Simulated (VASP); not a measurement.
# Sc3RhAu (Pm-3m) in VASP: notebook

The runs below take Sc3RhAu through single point, relaxation of cell and atoms, with PBE.

Everything below comes from runs of VASP 6.6.1. Logs are shortened: lines on timing, memory, paths and dates and some standing lists are left out, and cuts for length are marked.

## 1. The cell of the first run

Symmetry: Pm-3m, No. 221, cubic system. The conventional cell has a = 5.058 Å, b = 5.058 Å, c = 5.058 Å, α = 90.00°, β = 90.00°, γ = 90.00°. Within 3.3 Å of Sc (site symmetry 4/mmm) lie 2 Au at 2.53 Å. Within 4.7 Å of Rh (site symmetry m-3m) lie 12 Sc at 3.58 Å and 8 Au at 4.38 Å. Within 3.3 Å of Au (site symmetry m-3m) lie 6 Sc at 2.53 Å.

The cell was generated, and may not be a known phase.

## 2. Single point, PBE

Input file INCAR:

```
SYSTEM = Sc3RhAu
PREC = Accurate ; ENCUT = 520
EDIFF = 1E-6 ; ISMEAR = 0
SIGMA = 0.1 ; LREAL = .FALSE.
LASPH = .TRUE. ; NELM = 80
ALGO = Fast ; ISIF = 2
LWAVE = .FALSE. ; LCHARG = .FALSE.
GGA = PE ; NBANDS = 38
```

Input file KPOINTS:

```
regular mesh
0
G
  8 8 8
  0 0 0
```

Input file POSCAR:

```
Sc3RhAu
1.0
    5.0584638020      0.0000000000      0.0000000000
    0.0000000000      5.0584638020      0.0000000000
    0.0000000000      0.0000000000      5.0584638020
Sc Rh Au
3 1 1
Direct
    0.5000000000      0.5000000000      0.0000000000
    0.0000000000      0.5000000000      0.5000000000
    0.5000000000      0.0000000000      0.5000000000
    0.0000000000      0.0000000000      0.0000000000
    0.5000000000      0.5000000000      0.5000000000
```

Potentials or basis: VASP PAW PBE potentials, release 64 (Sc_sv, Rh_pv, Au).

Started as:

```
> cat potpaw_PBE.64/Sc_sv/POTCAR potpaw_PBE.64/Rh_pv/POTCAR potpaw_PBE.64/Au/POTCAR > POTCAR
> mpirun -np 1 vasp_std > vasp.out
```

OUTCAR:

```text
SYSTEM = Sc3RhAu
   PREC = Accurate
   ENCUT = 520
   EDIFF = 1E-6
   ISMEAR = 0
   LREAL = .FALSE.
   LASPH = .TRUE.
   NELM = 80
   ISIF = 2
   GGA = PE

 ion  position               nearest neighbor table
   1  0.500  0.500  0.000-   5 2.53   5 2.53
   2  0.000  0.500  0.500-   5 2.53   5 2.53
   3  0.500  0.000  0.500-   5 2.53   5 2.53
   4  0.000  0.000  0.000-
   5  0.500  0.500  0.500-   1 2.53   2 2.53   3 2.53   1 2.53   3 2.53   2 2.53

  LATTYP: Found a simple cubic cell.
 ALAT       =     5.0584638020

  Lattice vectors:

 A1 = (   5.0584638020,   0.0000000000,   0.0000000000)
 A2 = (   0.0000000000,   5.0584638020,   0.0000000000)
 A3 = (   0.0000000000,   0.0000000000,   5.0584638020)

Analysis of symmetry for initial positions (statically):
=====================================================================
 Subroutine PRICEL returns:
 Original cell was already a primitive cell.

 Routine SETGRP: Setting up the symmetry group for a
 simple cubic supercell.

 Subroutine GETGRP returns: Found 48 space group operations
 (whereof 48 operations were pure point group operations)
 out of a pool of 48 trial point group operations.

The static configuration has the point symmetry O_h .

Analysis of symmetry for dynamics (positions and initial velocities):
=====================================================================
 Subroutine PRICEL returns:
 Original cell was already a primitive cell.

 Routine SETGRP: Setting up the symmetry group for a
 simple cubic supercell.

 Subroutine GETGRP returns: Found 48 space group operations
 (whereof 48 operations were pure point group operations)
 out of a pool of 48 trial point group operations.

The dynamic configuration has the point symmetry O_h .

 Subroutine INISYM returns: Found 48 space group operations
 (whereof 48 operations are pure point group operations),
 and found     1 'primitive' translations

----------------------------------------------------------------------------------------

                                     Primitive cell

  volume of cell :     129.4363

  direct lattice vectors                    reciprocal lattice vectors
     5.058463802  0.000000000  0.000000000     0.197688476  0.000000000  0.000000000
     0.000000000  5.058463802  0.000000000     0.000000000  0.197688476  0.000000000
     0.000000000  0.000000000  5.058463802     0.000000000  0.000000000  0.197688476

  length of vectors
     5.058463802  5.058463802  5.058463802     0.197688476  0.197688476  0.197688476

  position of ions in fractional coordinates (direct lattice)
     0.500000000  0.500000000  0.000000000
     0.000000000  0.500000000  0.500000000
     0.500000000  0.000000000  0.500000000
     0.000000000  0.000000000  0.000000000
     0.500000000  0.500000000  0.500000000

  ion indices of the primitive-cell ions
   primitive index   ion index
                 1           1
                 2           2
                 3           3
                 4           4
                 5           5

----------------------------------------------------------------------------------------

 KPOINTS: regular mesh

Automatic generation of k-mesh.
 Grid dimensions read from file:
 generate k-points for:    8    8    8

 Generating k-lattice:

  Cartesian coordinates                     Fractional coordinates (reciprocal lattice)
     0.024711060  0.000000000  0.000000000     0.125000000  0.000000000  0.000000000
     0.000000000  0.024711060  0.000000000     0.000000000  0.125000000  0.000000000
     0.000000000  0.000000000  0.024711060     0.000000000  0.000000000  0.125000000

  Length of vectors
     0.024711060  0.024711060  0.024711060

  Shift w.r.t. Gamma in fractional coordinates (k-lattice)
     0.000000000  0.000000000  0.000000000

 Subroutine IBZKPT returns following result:
 ===========================================

 Found     35 irreducible k-points:

 Following reciprocal coordinates:
            Coordinates               Weight
  0.000000  0.000000  0.000000      1.000000
  0.125000  0.000000  0.000000      6.000000
  0.250000  0.000000  0.000000      6.000000
  0.375000  0.000000  0.000000      6.000000
  0.500000  0.000000  0.000000      3.000000
  0.125000  0.125000  0.000000     12.000000
[... 16 lines left out ...]
  0.375000  0.375000  0.125000     24.000000
  0.500000  0.375000  0.125000     24.000000
 [... further k-points ...]
   k-points           NKPTS =     35   k-points in BZ     NKDIM =     35   number of bands    NBANDS=     38
   number of dos      NEDOS =    301   number of ions     NIONS =      5
   total plane-waves  NPLWV =  64000
   dimension x,y,z NGX =    40 NGY =   40 NGZ =   40
   dimension x,y,z NGXF=    80 NGYF=   80 NGZF=   80
   ions per type =               3   1   1
   NGX,Y,Z   is equivalent  to a cutoff of  13.15, 13.15, 13.15 a.u.
   NGXF,Y,Z  is equivalent  to a cutoff of  26.29, 26.29, 26.29 a.u.
 SYSTEM =  Sc3RhAu
   PREC   = accura    normal or accurate (medium, high low for compatibility)
   ISTART =      0    job   : 0-new  1-cont  2-samecut
   ICHARG =      2    charge: 1-file 2-atom 10-const
   ISPIN  =      1    spin polarized calculation?
   LNONCOLLINEAR =      F non collinear calculations
   LSORBIT =      F    spin-orbit coupling
   LASPH  =      T    aspherical Exc in radial PAW
   ENCUT  =  520.0 eV  38.22 Ry    6.18 a.u.   9.41  9.41  9.41*2*pi/ulx,y,z
   NELM   =     80;   NELMIN=  2; NELMDL= -5     # of ELM steps
   EDIFF  = 0.1E-05   stopping-criterion for ELM
   LREAL  =      F    real-space projection
   EDIFFG = 0.1E-04   stopping-criterion for IOM
   NSW    =      0    number of steps for IOM
   IBRION =     -1    ionic relax: 0-MD 1-quasi-New 2-CG
   NFREE  =      0    steps in history (QN), initial steepest desc. (CG)
   ISIF   =      2    stress and relaxation
   ISYM   =      2    0-nonsym 1-usesym 2-fastsym
   POTIM  = 0.5000    time-step for ionic-motion
   TEBEG  =    0.0;   TEEND  =   0.0 temperature during run
   PSTRESS=    0.0 pullay stress
   NELECT =      59.0000    total number of electrons
   NUPDOWN=      -1.0000    fix difference up-down
   EMIN   =  10.00;   EMAX   =-10.00  energy-range for DOS
   EFERMI =   0.00;   METHOD = LEGACY
   ISMEAR =     0;   SIGMA  =   0.10  broadening in eV -4-tet -1-fermi 0-gaus
   EFERMI_NEDOS =   21; number of points for ismear=-14 and -15
   IALGO  =     68    algorithm
   IMIX   =      4    mixing-type and parameters
     AMIX     =   0.40;   BMIX     =  1.00
     AMIX_MAG =   1.60;   BMIX_MAG =  1.00
  volume/ion in A,a.u.               =      25.89       174.70
  Fermi-wavevector in a.u.,A,eV,Ry     =   1.259912  2.380888 21.597590  1.587378
  Thomas-Fermi vector in A             =   2.393448
   LORBIT       =      0    0 simple, 1 ext, 2 COOP (PROOUT), +10 PAW based schemes
   GGA     = PE    functional components
   LHFCALC =     F    Hartree Fock is set to
   AEXX    =    0.0000 exact exchange contribution
   IVDW    =     0    specifies the selected vdW correction
   LEPSILON=     F    determine dielectric tensor
   LRPA    =     F    only Hartree local field effects (RPA)
 non-spin polarized calculation
 RMM-DIIS sequential band-by-band and
 Gauss-broadening in eV      SIGMA  =   0.10
  energy-cutoff  :      520.00
  volume of cell :      129.44
 maximum number of plane-waves:      3514
 NGX is ok and might be reduce to    40
   NGX = 19   NGY = 19   NGZ = 19

 number of electron      59.0000019 magnetization

 Free energy of the ion-electron system (eV)
  ---------------------------------------------------
  ext. energy  EPLUGINS =         0.00000000
  ---------------------------------------------------
  free energy    TOTEN  =       -27.86956507 eV

  energy without entropy =      -27.83279267  energy(sigma->0) =      -27.85117887

 E-fermi :   4.1852     XC(G=0):  -9.7794

 val. band max:        4.1805265321   @ k =   0.5000   0.2500   0.2500
 cond. band min:       4.1958894805   @ k =   0.5000   0.2500   0.1250
 fundamental gap:      0.0153629484
 Fermi energy:         4.1852477854

 k-point     1 :       0.0000    0.0000    0.0000
  band No.  band energies     occupation
      1     -46.1628      2.00000
      2     -46.1450      2.00000
      3     -46.1450      2.00000
      4     -40.9316      2.00000
      5     -40.9316      2.00000
      6     -40.9316      2.00000
[... 30 lines left out ...]
     37       6.1406      0.00000
     38       6.1591      0.00000

 k-point     2 :       0.1250    0.0000    0.0000
  band No.  band energies     occupation
      1     -46.1621      2.00000
      2     -46.1453      2.00000
      3     -46.1450      2.00000
      4     -40.9316      2.00000
      5     -40.9316      2.00000
      6     -40.9316      2.00000
[... 30 lines left out ...]
     37       6.1703      0.00000
     38       6.1751      0.00000

 k-point     3 :       0.2500    0.0000    0.0000
  band No.  band energies     occupation
      1     -46.1602      2.00000
      2     -46.1462      2.00000
      3     -46.1450      2.00000
      4     -40.9316      2.00000
      5     -40.9316      2.00000
      6     -40.9316      2.00000
[... 30 lines left out ...]
     37       6.1521      0.00000
     38       6.2872      0.00000

 k-point     4 :       0.3750    0.0000    0.0000
  band No.  band energies     occupation
      1     -46.1580      2.00000
      2     -46.1473      2.00000
      3     -46.1450      2.00000
      4     -40.9316      2.00000
      5     -40.9316      2.00000
      6     -40.9316      2.00000
[... 30 lines left out ...]
     37       6.0543      0.00000
     38       6.0801      0.00000
[... 703 lines left out ...]
      4     -40.9317      2.00000
      5     -40.9316      2.00000
      6     -40.9316      2.00000
[... 30 lines left out ...]
     37       5.9015      0.00000
     38       6.0156      0.00000

 k-point    23 :       0.3750    0.3750    0.1250
  band No.  band energies     occupation
      1     -46.1529      2.00000
      2     -46.1475      2.00000
      3     -46.1468      2.00000
      4     -40.9317      2.00000
      5     -40.9317      2.00000
      6     -40.9316      2.00000
[... 30 lines left out ...]
     37       5.8934      0.00000
     38       6.0092      0.00000

 k-point    24 :       0.5000    0.3750    0.1250
  band No.  band energies     occupation
      1     -46.1518      2.00000
      2     -46.1480      2.00000
      3     -46.1471      2.00000
      4     -40.9317      2.00000
      5     -40.9317      2.00000
      6     -40.9316      2.00000
[... 30 lines left out ...]
     37       5.9154      0.00000
     38       5.9527      0.00000

 [... further k-points ...]

------------------------ aborting loop because EDIFF is reached ----------------------------------------

  FORCE on cell =-STRESS in cart. coord.  units (eV):
  Direction    XX          YY          ZZ          XY          YZ          ZX
  --------------------------------------------------------------------------------------
  -------------------------------------------------------------------------------------
  Total        0.0511654      0.0511654      0.0511654      0.0000000      0.0000000     -0.0000000
  in kB        0.6333320      0.6333320      0.6333320      0.0000000      0.0000000     -0.0000000
  external PRESSURE =       0.6333320 kB  Pullay stress =       0.0000000 kB

 VOLUME and BASIS-vectors are now :
 -----------------------------------------------------------------------------
  energy-cutoff  :      520.00
  volume of cell :      129.44
      direct lattice vectors                 reciprocal lattice vectors
     5.058463802  0.000000000  0.000000000     0.197688476  0.000000000  0.000000000
     0.000000000  5.058463802  0.000000000     0.000000000  0.197688476  0.000000000
     0.000000000  0.000000000  5.058463802     0.000000000  0.000000000  0.197688476

 POSITION                                       TOTAL-FORCE (eV/Angst)
 -----------------------------------------------------------------------------------
      2.52923      2.52923      0.00000         0.000000      0.000000      0.000000
      0.00000      2.52923      2.52923         0.000000      0.000000      0.000000
      2.52923      0.00000      2.52923         0.000000      0.000000      0.000000
      0.00000      0.00000      0.00000         0.000000      0.000000      0.000000
      2.52923      2.52923      2.52923         0.000000      0.000000      0.000000
 -----------------------------------------------------------------------------------
    total drift:                               -0.000000     -0.000000     -0.000000

  FREE ENERGIE OF THE ION-ELECTRON SYSTEM (eV)
  ---------------------------------------------------
  free  energy   TOTEN  =       -27.8695650700 eV

  energy  without entropy=      -27.8327926683  energy(sigma->0) =      -27.85117887
```

Run time: 3.2 min. Hardware: 1 thread of AMD EPYC 9R45 (Zen 5), shared host; peak memory 0.32 GiB.

What came out:

| Quantity | Value |
| --- | --- |
| Free energy | -27.8696 eV |
| Pressure | 0.1 GPa |
| Band gap on the k mesh | zero (an odd number of electrons rules out a gap without spin polarisation) |

Levels at points of the mesh, in eV from the Fermi level:
| k point | band 28 | band 29 | band 30 | band 31 | band 32 | band 33 |
| --- | --- | --- | --- | --- | --- | --- |
| (0.00, 0.00, 0.00) | 0.51 | 0.51 | 0.51 | 0.83 | 0.83 | 1.33 |
| (0.50, 0.00, 0.00) | -0.77 | 0.13 | 0.23 | 0.23 | 0.65 | 0.65 |
| (0.50, 0.50, 0.00) | -0.92 | -0.75 | -0.72 | 0.09 | 0.09 | 0.22 |
| (0.50, 0.50, 0.50) | -0.62 | -0.62 | -0.62 | 0.55 | 0.55 | 0.55 |

Caveat: spin-orbit coupling is left out, which moves the levels of the heavy elements.

## 3. Relaxation of cell and atoms, PBE

This run uses another cell than the first one, of 25.77 Å³/atom.

Input file INCAR:

```
PREC = Accurate
ENCUT = 600
EDIFF = 1E-6
ISMEAR = 0
SIGMA = 0.1
LREAL = F
LASPH = T
NELM = 100
ALGO = Fast
ISIF = 3
LWAVE = F
LCHARG = F
GGA = PE
IBRION = 2
NSW = 100
EDIFFG = -0.01
```

Input file KPOINTS:

```
regular mesh
0
Gamma
  8 8 8
```

POSCAR: that of step 2 with these lines changed.

```diff
@@ -2,5 +2,5 @@
 1.0
-    5.0584638020      0.0000000000      0.0000000000
-    0.0000000000      5.0584638020      0.0000000000
-    0.0000000000      0.0000000000      5.0584638020
+    5.0507349813      0.0000000000      0.0000000000
+    0.0000000000      5.0507349813      0.0000000000
+    0.0000000000      0.0000000000      5.0507349813
 Sc Rh Au
```

Potentials or basis: VASP PAW PBE potentials, release 64 (Sc_sv, Rh_pv, Au).

Started as:

```
> cat potpaw_PBE.64/Sc_sv/POTCAR potpaw_PBE.64/Rh_pv/POTCAR potpaw_PBE.64/Au/POTCAR > POTCAR
> mpirun -np 1 vasp_std > vasp.out
```

OUTCAR:

```text
PREC = Accurate
   ENCUT = 600
   EDIFF = 1E-6
   ISMEAR = 0
   LREAL = F
   LASPH = T
   NELM = 100
   ISIF = 3
   GGA = PE
   IBRION = 2
   NSW = 100
   EDIFFG = -0.01

 ion  position               nearest neighbor table
   1  0.500  0.500  0.000-   5 2.53   5 2.53
   2  0.000  0.500  0.500-   5 2.53   5 2.53
   3  0.500  0.000  0.500-   5 2.53   5 2.53
   4  0.000  0.000  0.000-
   5  0.500  0.500  0.500-   1 2.53   2 2.53   3 2.53   1 2.53   3 2.53   2 2.53

  LATTYP: Found a simple cubic cell.
 ALAT       =     5.0507349813

  Lattice vectors:

 A1 = (   5.0507349813,   0.0000000000,   0.0000000000)
 A2 = (   0.0000000000,   5.0507349813,   0.0000000000)
[... 266 lines left out ...]
  ext. energy  EPLUGINS =         0.00000000
  ---------------------------------------------------
  free energy    TOTEN  =       -27.86904582 eV

  energy without entropy =      -27.83228698  energy(sigma->0) =      -27.85066640

 E-fermi :   4.1757     XC(G=0):  -9.7740

 val. band max:        4.1713439908   @ k =   0.5000   0.2500   0.2500
 cond. band min:       4.1864290812   @ k =   0.5000   0.2500   0.1250
 fundamental gap:      0.0150850904
 Fermi energy:         4.1757012093

 k-point     1 :       0.0000    0.0000    0.0000
  band No.  band energies     occupation
      1     -46.1752      2.00000
      2     -46.1575      2.00000
      3     -46.1575      2.00000
      4     -40.9399      2.00000
      5     -40.9399      2.00000
      6     -40.9399      2.00000
[... 901 lines left out ...]
     34       5.1535      0.00000
     35       5.2354      0.00000

 [... further k-points ...]

------------------------ aborting loop because EDIFF is reached ----------------------------------------

  FORCE on cell =-STRESS in cart. coord.  units (eV):
  Direction    XX          YY          ZZ          XY          YZ          ZX
  --------------------------------------------------------------------------------------
  -------------------------------------------------------------------------------------
  Total        0.0016988      0.0016988      0.0016988      0.0000000      0.0000000      0.0000000
  in kB        0.0210015      0.0210015      0.0210015      0.0000000      0.0000000      0.0000000
  external PRESSURE =       0.0210015 kB  Pullay stress =       0.0000000 kB
[... 20 lines left out ...]
  FREE ENERGIE OF THE ION-ELECTRON SYSTEM (eV)
  ---------------------------------------------------
  free  energy   TOTEN  =       -27.8690458185 eV

  energy  without entropy=      -27.8322869753  energy(sigma->0) =      -27.85066640

 reached required accuracy - stopping structural energy minimisation
```

OSZICAR:

```text
N       E                     dE             d eps       ncg     rms          rms(c)
DAV:   1     0.113300941372E+04    0.11330E+04   -0.29992E+04  2506   0.191E+03
DAV:   2     0.108682880392E+03   -0.10243E+04   -0.10140E+04  3058   0.728E+02
DAV:   3    -0.202953677069E+02   -0.12898E+03   -0.12535E+03  4280   0.274E+02
[... 45 lines left out ...]
RMM:   6    -0.278690183553E+02    0.24025E-04   -0.85312E-04  3242   0.141E-01    0.167E-02
RMM:   7    -0.278690461754E+02   -0.27820E-04   -0.31199E-04  3013   0.809E-02    0.241E-02
RMM:   8    -0.278690437283E+02    0.24471E-05   -0.59340E-05  2540   0.370E-02    0.885E-03
RMM:   9    -0.278690453799E+02   -0.16516E-05   -0.16402E-05  2258   0.300E-02    0.703E-03
RMM:  10    -0.278690454345E+02   -0.54595E-07   -0.10727E-05  2025   0.196E-02    0.113E-03
RMM:  11    -0.278690458185E+02   -0.38400E-06   -0.53864E-06  1877   0.120E-02
   3 F= -.27869046E+02 E0= -.27850666E+02  d E =-.935305E-03
```

CONTCAR:

```text
Sc3RhAu
   1.00000000000000
     5.0605932413320636   -0.0000000000000000    0.0000000000000000
     0.0000000000000000    5.0605932413320636    0.0000000000000000
    -0.0000000000000000   -0.0000000000000000    5.0605932413320636
  Sc              Rh              Au
     3     1     1
Direct
     0.5000000000000000    0.5000000000000000    0.0000000000000000
     0.0000000000000000    0.5000000000000000    0.5000000000000000
     0.5000000000000000    0.0000000000000000    0.5000000000000000
     0.0000000000000000    0.0000000000000000    0.0000000000000000
     0.5000000000000000    0.5000000000000000    0.5000000000000000

  0.00000000E+00  0.00000000E+00  0.00000000E+00
  0.00000000E+00  0.00000000E+00  0.00000000E+00
  0.00000000E+00  0.00000000E+00  0.00000000E+00
  0.00000000E+00  0.00000000E+00  0.00000000E+00
  0.00000000E+00  0.00000000E+00  0.00000000E+00
```

Run time: 5.9 min. Hardware: 1 thread of AMD EPYC 9R45 (Zen 5), shared host; peak memory 0.35 GiB.

What came out:

```yaml
Free_energy: -27.8690 eV
Relaxed_volume: 25.92 Å³/atom
Relaxed_cell: a = 5.061 Å, b = 5.061 Å, c = 5.061 Å, α = 90.00°, β = 90.00°, γ = 90.00°
Space_group_after_relaxing_to_0.1_Å: Pm-3m (No. 221)
Energy_gained_by_relaxing: 0.2 meV/atom
Ionic_steps: 3
Pressure_after_relaxing: 0.0 GPa
Band_gap_on_the_k_mesh: zero (an odd number of electrons rules out a gap without spin polarisation)
```

The path:
```tsv
step	energy change (eV)	largest force (eV/Å)	pressure (GPa)	volume (Å³)
1	0.0000	0.0000	0.40	128.84
2	-0.0006	0.0000	-0.22	130.06
3	-0.0009	0.0000	0.00	129.60
```

Final structure:
```
Sc Rh Au
1.0
     5.06059    0.00000    0.00000
     0.00000    5.06059    0.00000
     0.00000    0.00000    5.06059
Sc Rh Au
3 1 1
Direct
  0.50000 0.50000 0.00000
  0.00000 0.50000 0.50000
  0.50000 0.00000 0.50000
  0.00000 0.00000 0.00000
  0.50000 0.50000 0.50000
```

Caveat: spin-orbit coupling is left out, which moves the levels of the heavy elements.
